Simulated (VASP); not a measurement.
# Cu in VASP: a series of runs

Runs on Cu. Level: PBE. Tasks: single point.

Everything below comes from runs of VASP 6.6.1. Logs are shortened: lines on timing, memory, paths and dates and some standing lists are left out, and cuts for length are marked.

## (1) The cell of the first run

It takes space group Fmmm (No. 69, orthorhombic). Conventional cell: a = 3.084 Å, b = 3.629 Å, c = 4.173 Å, α = 90.00°, β = 90.00°, γ = 90.00°. Cu (site symmetry mmm) has 14 Cu at 2.38 to 3.08 Å within 3.1 Å.

## (2) Single point, PBE (engineering shear strain xy +0.0000, strain +e along x and -e along y -0.1500)

Contents of INCAR:

```
PREC = Accurate ; ENCUT = 520
EDIFF = 1E-6 ; ISMEAR = 0
SIGMA = 0.15 ; LREAL = False
LASPH = True ; NELM = 80
ALGO = Fast ; ISIF = 2
LWAVE = False ; LCHARG = False
GGA = PE ; NBANDS = 12
```

Contents of KPOINTS:

```
Automatic mesh
0
Gamma
  20 20 20
```

Contents of POSCAR:

```
Cu
1.0
    0.0000000000      2.0864521729      1.8143062373
    1.5421603017      0.0000000000      1.8143062373
    1.5421603017      2.0864521729      0.0000000000
Cu
1
Direct
    0.0000000000      0.0000000000      0.0000000000
```

Potentials or basis: VASP PAW PBE potentials, release 64 (Cu).

Started as:

```bash
$ cat potpaw_PBE.64/Cu/POTCAR > POTCAR
$ mpirun -np 1 vasp_std > vasp.out
```

OUTCAR:

```text
PREC = Accurate
   ENCUT = 520
   EDIFF = 1E-6
   ISMEAR = 0
   LREAL = False
   LASPH = True
   NELM = 80
   ISIF = 2
   GGA = PE

 ion  position               nearest neighbor table
   1  0.000  0.000  0.000-

  LATTYP: Found a face centered orthorhombic cell.
 ALAT       =     3.0843206034
 B/A-ratio  =     1.1764705882
 C/A-ratio  =     1.3529411765

  Lattice vectors:

 A1 = (   0.0000000000,   2.0864521729,  -1.8143062373)
 A2 = (   1.5421603017,   2.0864521729,   0.0000000000)
 A3 = (   1.5421603017,   0.0000000000,  -1.8143062373)

Analysis of symmetry for initial positions (statically):
=====================================================================
 Subroutine PRICEL returns:
 Original cell was already a primitive cell.

 Routine SETGRP: Setting up the symmetry group for a
 face centered orthorhombic supercell.

 Subroutine GETGRP returns: Found  8 space group operations
 (whereof  8 operations were pure point group operations)
 out of a pool of  8 trial point group operations.

The static configuration has the point symmetry D_2h.

Analysis of symmetry for dynamics (positions and initial velocities):
=====================================================================
 Subroutine PRICEL returns:
 Original cell was already a primitive cell.

 Routine SETGRP: Setting up the symmetry group for a
 face centered orthorhombic supercell.

 Subroutine GETGRP returns: Found  8 space group operations
 (whereof  8 operations were pure point group operations)
 out of a pool of  8 trial point group operations.

The dynamic configuration has the point symmetry D_2h.

 Subroutine INISYM returns: Found  8 space group operations
 (whereof  8 operations are pure point group operations),
 and found     1 'primitive' translations

----------------------------------------------------------------------------------------

                                     Primitive cell

  volume of cell :      11.6756

  direct lattice vectors                    reciprocal lattice vectors
     0.000000000  2.086452173  1.814306237    -0.324220510  0.239641247  0.275587434
     1.542160302  0.000000000  1.814306237     0.324220510 -0.239641247  0.275587434
     1.542160302  2.086452173  0.000000000     0.324220510  0.239641247 -0.275587434

  length of vectors
     2.764957467  2.381168940  2.594521356     0.488359806  0.488359806  0.488359806

  position of ions in fractional coordinates (direct lattice)
     0.000000000  0.000000000  0.000000000

  ion indices of the primitive-cell ions
   primitive index   ion index
                 1           1

----------------------------------------------------------------------------------------

 KPOINTS: Automatic mesh

Automatic generation of k-mesh.
 Grid dimensions read from file:
 generate k-points for:   20   20   20

 Generating k-lattice:

  Cartesian coordinates                     Fractional coordinates (reciprocal lattice)
    -0.016211026  0.011982062  0.013779372     0.050000000  0.000000000  0.000000000
     0.016211026 -0.011982062  0.013779372    -0.000000000  0.050000000 -0.000000000
     0.016211026  0.011982062 -0.013779372     0.000000000  0.000000000  0.050000000

  Length of vectors
     0.024417990  0.024417990  0.024417990

  Shift w.r.t. Gamma in fractional coordinates (k-lattice)
     0.000000000  0.000000000  0.000000000

 Subroutine IBZKPT returns following result:
 ===========================================

 Found   1166 irreducible k-points:

 Following reciprocal coordinates:
            Coordinates               Weight
  0.000000  0.000000  0.000000      1.000000
  0.050000  0.000000  0.000000      8.000000
  0.100000 -0.000000 -0.000000      8.000000
  0.150000  0.000000  0.000000      8.000000
  0.200000 -0.000000 -0.000000      8.000000
  0.250000  0.000000  0.000000      8.000000
[... 16 lines left out ...]
 -0.400000  0.050000  0.000000      8.000000
 -0.350000  0.050000  0.000000      8.000000
 [... further k-points ...]
   k-points           NKPTS =   1166   k-points in BZ     NKDIM =   1166   number of bands    NBANDS=     12
   number of dos      NEDOS =    301   number of ions     NIONS =      1
   total plane-waves  NPLWV =   8640
   dimension x,y,z NGX =    24 NGY =   18 NGZ =   20
   dimension x,y,z NGXF=    48 NGYF=   36 NGZF=   40
   ions per type =               1
   NGX,Y,Z   is equivalent  to a cutoff of  14.43, 12.57, 12.82 a.u.
   NGXF,Y,Z  is equivalent  to a cutoff of  28.86, 25.13, 25.63 a.u.
 SYSTEM =  unknown system
   PREC   = accura    normal or accurate (medium, high low for compatibility)
   ISTART =      0    job   : 0-new  1-cont  2-samecut
   ICHARG =      2    charge: 1-file 2-atom 10-const
   ISPIN  =      1    spin polarized calculation?
   LNONCOLLINEAR =      F non collinear calculations
   LSORBIT =      F    spin-orbit coupling
   LASPH  =      T    aspherical Exc in radial PAW
   ENCUT  =  520.0 eV  38.22 Ry    6.18 a.u.   5.14  4.43  4.82*2*pi/ulx,y,z
   NELM   =     80;   NELMIN=  2; NELMDL= -5     # of ELM steps
   EDIFF  = 0.1E-05   stopping-criterion for ELM
   LREAL  =      F    real-space projection
[... 7 lines left out ...]
   TEBEG  =    0.0;   TEEND  =   0.0 temperature during run
   PSTRESS=    0.0 pullay stress
   NELECT =      11.0000    total number of electrons
   NUPDOWN=      -1.0000    fix difference up-down
   EMIN   =  10.00;   EMAX   =-10.00  energy-range for DOS
   EFERMI =   0.00;   METHOD = LEGACY
   ISMEAR =     0;   SIGMA  =   0.15  broadening in eV -4-tet -1-fermi 0-gaus
   EFERMI_NEDOS =   21; number of points for ismear=-14 and -15
   IALGO  =     68    algorithm
   IMIX   =      4    mixing-type and parameters
     AMIX     =   0.40;   BMIX     =  1.00
     AMIX_MAG =   1.60;   BMIX_MAG =  1.00
  volume/ion in A,a.u.               =      11.68        78.79
  Fermi-wavevector in a.u.,A,eV,Ry     =   1.604893  3.032809 35.044296  2.575683
  Thomas-Fermi vector in A             =   2.701326
   LORBIT       =      0    0 simple, 1 ext, 2 COOP (PROOUT), +10 PAW based schemes
   GGA     = PE    functional components
   LHFCALC =     F    Hartree Fock is set to
   AEXX    =    0.0000 exact exchange contribution
   IVDW    =     0    specifies the selected vdW correction
   LEPSILON=     F    determine dielectric tensor
   LRPA    =     F    only Hartree local field effects (RPA)
 non-spin polarized calculation
 RMM-DIIS sequential band-by-band and
 Gauss-broadening in eV      SIGMA  =   0.15
  energy-cutoff  :      520.00
  volume of cell :       11.68
 maximum number of plane-waves:       328
 NGX is ok and might be reduce to    24
   NGX = 11   NGY =  9   NGZ =  9

 number of electron      11.0000004 magnetization

 Free energy of the ion-electron system (eV)
  ---------------------------------------------------
  ext. energy  EPLUGINS =         0.00000000
  ---------------------------------------------------
  free energy    TOTEN  =        -3.63556945 eV

  energy without entropy =       -3.63234416  energy(sigma->0) =       -3.63395680

 E-fermi :   7.7176     XC(G=0): -12.7861

 val. band max:        7.7166975896   @ k =   0.5000  -0.0000   0.3000
 cond. band min:       7.7180342569   @ k =  -0.4500   0.1000   0.4000
 fundamental gap:      0.0013366673
 Fermi energy:         7.7176059675

 k-point     1 :       0.0000    0.0000    0.0000
  band No.  band energies     occupation
      1      -1.6987      2.00000
      2       4.0376      2.00000
      3       4.7239      2.00000
      4       4.9327      2.00000
      5       5.4014      2.00000
      6       5.8921      2.00000
      7      31.6014      0.00000
      8      31.7554      0.00000
      9      33.5137      0.00000
     10      34.8764      0.00000
     11      35.1060      0.00000
     12      35.4235      0.00000

 k-point     2 :       0.0500    0.0000    0.0000
  band No.  band energies     occupation
      1      -1.6038      2.00000
      2       4.0534      2.00000
      3       4.7307      2.00000
      4       4.9329      2.00000
      5       5.3923      2.00000
      6       5.8785      2.00000
      7      30.9368      0.00000
      8      31.3581      0.00000
      9      32.8171      0.00000
     10      33.9822      0.00000
     11      34.2165      0.00000
     12      36.2564      0.00000

 k-point     3 :       0.1000   -0.0000   -0.0000
  band No.  band energies     occupation
      1      -1.3216      2.00000
      2       4.0938      2.00000
      3       4.7342      2.00000
      4       4.9494      2.00000
      5       5.3743      2.00000
      6       5.8412      2.00000
      7      28.7307      0.00000
      8      30.5010      0.00000
      9      31.9280      0.00000
     10      33.1304      0.00000
     11      33.9237      0.00000
     12      37.1152      0.00000
[... 286 lines left out ...]
 k-point    23 :      -0.4000    0.0500    0.0000
  band No.  band energies     occupation
      1       2.5378      2.00000
      2       4.0528      2.00000
      3       5.3085      2.00000
      4       5.5005      2.00000
      5       5.9324      2.00000
      6       6.4931      2.00000
      7      13.5720      0.00000
      8      24.1919      0.00000
      9      27.7302      0.00000
     10      29.7555      0.00000
     11      36.4129      0.00000
     12      38.5328      0.00000

 k-point    24 :      -0.3500    0.0500    0.0000
  band No.  band energies     occupation
      1       2.2169      2.00000
      2       4.1031      2.00000
      3       4.9838      2.00000
      4       5.3609      2.00000
      5       5.7484      2.00000
      6       6.1378      2.00000
      7      15.4731      0.00000
      8      24.6875      0.00000
      9      27.7752      0.00000
     10      29.9675      0.00000
     11      36.6742      0.00000
     12      39.0514      0.00000

 [... further k-points ...]

------------------------ aborting loop because EDIFF is reached ----------------------------------------

  FORCE on cell =-STRESS in cart. coord.  units (eV):
  Direction    XX          YY          ZZ          XY          YZ          ZX
  --------------------------------------------------------------------------------------
  -------------------------------------------------------------------------------------
  Total        0.7715675     -0.4779961      1.2273240      0.0000000      0.0000000      0.0000000
  in kB      105.8780549    -65.5928278    168.4190770      0.0000000      0.0000000      0.0000000
  external PRESSURE =      69.5681014 kB  Pullay stress =       0.0000000 kB

 VOLUME and BASIS-vectors are now :
 -----------------------------------------------------------------------------
  energy-cutoff  :      520.00
  volume of cell :       11.68
      direct lattice vectors                 reciprocal lattice vectors
     0.000000000  2.086452173  1.814306237    -0.324220510  0.239641247  0.275587434
     1.542160302  0.000000000  1.814306237     0.324220510 -0.239641247  0.275587434
     1.542160302  2.086452173  0.000000000     0.324220510  0.239641247 -0.275587434

 POSITION                                       TOTAL-FORCE (eV/Angst)
 -----------------------------------------------------------------------------------
      0.00000      0.00000      0.00000         0.000000      0.000000      0.000000
 -----------------------------------------------------------------------------------
    total drift:                                0.000000      0.000000      0.000000

  FREE ENERGIE OF THE ION-ELECTRON SYSTEM (eV)
  ---------------------------------------------------
  free  energy   TOTEN  =        -3.6355694461 eV

  energy  without entropy=       -3.6323441637  energy(sigma->0) =       -3.63395680
```

Run time: 81 s. Hardware: 1 thread of Intel Xeon 6975P-C, shared host; peak memory 0.27 GiB.

What came out:

```yaml
Free_energy: -3.6356 eV
Pressure: 7.0 GPa
```

Levels at points of the mesh, in eV from the Fermi level:
```tsv
k point	band 3	band 4	band 5	band 6	band 7	band 8
(0.00, 0.00, 0.00)	-2.99	-2.78	-2.32	-1.83	23.88	24.04
(0.50, 0.00, 0.00)	-2.42	-1.88	-1.44	-0.80	4.17	16.26
(0.50, 0.50, 0.00)	-2.07	-1.98	-1.11	1.35	7.02	14.20
(0.50, 0.00, 0.50)	-1.69	-1.69	-1.48	-1.06	3.72	17.22
(0.00, 0.50, 0.50)	-1.82	-1.64	-1.17	5.62	9.66	10.27
```

Caveat: the cell differs from its parent crystal (engineering shear strain xy +0.0000, strain +e along x and -e along y -0.1500).

## (3) Single point, PBE (engineering shear strain xy +0.0000, strain +e along x and -e along y -0.0500)

Contents of INCAR:

```
PREC = Accurate
ENCUT = 520
EDIFF = 1E-6
ISMEAR = 0
SIGMA = 0.15
LREAL = False
LASPH = True
NELM = 80
ALGO = Fast
ISIF = 2
LWAVE = False
LCHARG = True
GGA = PE
LELF = True
LVHAR = True
NBANDS = 12
```

KPOINTS is that of step 2.

Contents of POSCAR:

```
Cu
1.0
    0.0000000000      1.9050215492      1.8143062373
    1.7235909254      0.0000000000      1.8143062373
    1.7235909254      1.9050215492      0.0000000000
Cu
1
Direct
    0.0000000000      0.0000000000      0.0000000000
```

Potentials or basis: VASP PAW PBE potentials, release 64 (Cu).

Started as:

```bash
$ cat potpaw_PBE.64/Cu/POTCAR > POTCAR
$ mpirun -np 1 vasp_std > vasp.out
```

It took 2.4 min on 1 thread of Intel Xeon 6975P-C, shared host; peak memory 0.27 GiB.

Results (log left out):

```yaml
Free_energy: -3.7194 eV
Pressure: 1.2 GPa
```

Stress tensor (GPa, compression positive):
```
 3.65  0.00  0.00
 0.00 -2.16  0.00
 0.00  0.00  2.23
```

Levels at points of the mesh, in eV from the Fermi level:
```
           k point  band 1  band 2  band 3  band 4  band 5  band 6  band 7  band 8  band 9  band 10
(0.00, 0.00, 0.00)   -9.29   -3.24   -2.98   -2.77   -2.42   -2.02   22.66   25.00   25.13    25.38
(0.50, 0.00, 0.00)   -5.03   -3.25   -2.83   -1.72   -1.56   -0.96    3.74   19.46   21.58    23.66
(0.50, 0.50, 0.00)   -4.84   -4.33   -1.70   -1.66   -1.35    1.48    7.02   13.05   13.24    17.59
(0.50, 0.00, 0.50)   -4.91   -4.36   -1.65   -1.58   -1.46    0.52    5.79   14.21   14.26    18.51
(0.00, 0.50, 0.50)   -4.78   -4.41   -1.66   -1.58   -1.39    2.64    8.41   11.80   11.94    16.54
```

Caveat: the cell differs from its parent crystal (engineering shear strain xy +0.0000, strain +e along x and -e along y -0.0500).

## (4) Single point, PBE (engineering shear strain xy -0.0467, strain +e along x and -e along y -0.1500)

Contents of INCAR:

```
  PREC = Accurate
  ENCUT = 520
  EDIFF = 1E-6
  ISMEAR = 0
  SIGMA = 0.15
  LREAL = F
  LASPH = T
  NELM = 60
  ALGO = Fast
  ISIF = 2
  LWAVE = F
  LCHARG = F
  GGA = PE
  NBANDS = 12
```

KPOINTS is that of step 3.

Contents of POSCAR:

```
Cu
1.0
   -0.0423640506      2.0864521729      1.8143062373
    1.5421603017     -0.0423640506      1.8143062373
    1.4997962511      2.0440881223      0.0000000000
Cu
1
Direct
    0.0000000000      0.0000000000      0.0000000000
```

Started as:

```bash
$ cat potpaw_PBE.64/Cu/POTCAR > POTCAR
$ mpirun -np 1 vasp_std > vasp.out
```

It used 170 s of CPU time on 1 thread of Intel Xeon 6975P-C (shared host).

The run converged. Its results:

```
Free energy : -3.6299 eV
Pressure    : 7.3 GPa
```

Stress tensor (GPa, compression positive):
```
10.85  3.20  0.00
 3.20 -5.95  0.00
 0.00  0.00 16.88
```

Levels at points of the mesh, in eV from the Fermi level:
```
           k point  band 3  band 4  band 5  band 6  band 7  band 8
(0.00, 0.00, 0.00)   -3.08   -2.73   -2.32   -1.84   23.64   23.82
(0.50, 0.00, 0.00)   -2.40   -1.88   -1.52   -1.03    3.84   17.14
(0.50, 0.50, 0.00)   -2.08   -1.98   -1.12    1.34    7.01   13.31
(0.00, 0.00, 0.50)   -2.45   -1.91   -1.39   -0.57    4.50   15.44
(0.50, 0.00, 0.50)   -1.71   -1.71   -1.50   -1.07    3.73   17.23
(0.00, 0.50, 0.50)   -1.89   -1.59   -1.19    5.63    9.66   10.27
```

Caveat: the cell differs from its parent crystal (engineering shear strain xy -0.0467, strain +e along x and -e along y -0.1500).

## (5) Single point, PBE (engineering shear strain xy -0.0933, strain +e along x and -e along y -0.1500)

Contents of INCAR:

```
SYSTEM = Cu
PREC     = Accurate       ! precision mode
ENCUT    = 520            ! plane-wave cutoff, eV
EDIFF    = 1E-6           ! SCF threshold, eV
ISMEAR   = 0              ! smearing method
SIGMA    = 0.15           ! smearing width, eV
LREAL    = .False.        ! projectors in reciprocal space
LASPH    = .True.         ! aspherical terms in the spheres
NELM     = 80             ! most SCF steps
ALGO     = Fast           ! electronic algorithm
ISIF     = 2              ! what is computed and relaxed
LWAVE    = .False.        ! write WAVECAR
LCHARG   = .False.        ! write CHGCAR
GGA      = PE             ! functional
NBANDS   = 12             ! bands
```

Contents of KPOINTS:

```
Automatic mesh
0
Gamma
  20 20 20
  0 0 0
```

Contents of POSCAR:

```
Cu
1.0
   -0.0846373860      2.0864521729      1.8143062373
    1.5421603017     -0.0846373860      1.8143062373
    1.4575229157      2.0018147869      0.0000000000
Cu
1
Direct
    0.0000000000      0.0000000000      0.0000000000
```

Started as:

```bash
$ cat potpaw_PBE.64/Cu/POTCAR > POTCAR
$ mpirun -np 1 vasp_std > vasp.out
```

Run time: 3.1 min. Hardware: 1 thread of Intel Xeon 6975P-C, shared host; peak memory 0.38 GiB.

The run converged. Its results:

```
Free energy : -3.6136 eV
Pressure    : 8.1 GPa
```

Stress tensor (GPa, compression positive):
```
11.74  5.85  0.00
 5.85 -3.97  0.00
 0.00  0.00 16.64
```

Levels at points of the mesh, in eV from the Fermi level:
| k point | band 3 | band 4 | band 5 | band 6 | band 7 | band 8 |
| --- | --- | --- | --- | --- | --- | --- |
| (0.00, 0.00, 0.00) | -3.24 | -2.63 | -2.30 | -1.84 | 22.91 | 23.55 |
| (0.50, 0.00, 0.00) | -2.36 | -1.89 | -1.59 | -1.25 | 3.54 | 18.08 |
| (0.50, 0.50, 0.00) | -2.08 | -1.98 | -1.13 | 1.31 | 7.00 | 12.27 |
| (0.00, 0.00, 0.50) | -2.48 | -1.95 | -1.35 | -0.34 | 4.85 | 14.69 |
| (0.50, 0.00, 0.50) | -1.75 | -1.72 | -1.53 | -1.05 | 3.79 | 17.28 |
| (0.00, 0.50, 0.50) | -2.02 | -1.50 | -1.21 | 5.67 | 9.70 | 10.30 |

Caveat: the cell differs from its parent crystal (engineering shear strain xy -0.0933, strain +e along x and -e along y -0.1500).

## (6) Summary

```csv
cell,gap on the mesh (eV),pressure (GPa)
"a = 2.765, b = 2.381, c = 2.595 Å, angles 67.4, 52.6, 60.0°, 1 atom",none,7.0
"a = 2.631, b = 2.502, c = 2.569 Å, angles 62.5, 57.5, 60.0°, 1 atom",none,1.2
"a = 2.765, b = 2.382, c = 2.535 Å, angles 68.4, 53.2, 61.5°, 1 atom",none,7.3
"a = 2.766, b = 2.383, c = 2.476 Å, angles 69.4, 53.7, 63.1°, 1 atom",none,8.1
```

Alike in all rows: task single point; level PBE; potentials or basis VASP PAW PBE potentials, release 64 (Cu); no spin polarisation; k mesh 20 × 20 × 20; cutoff (eV) 520; smearing gaussian 0.15 eV.

Total energies depend on the potentials used, so only differences within one code and one set of settings carry meaning.
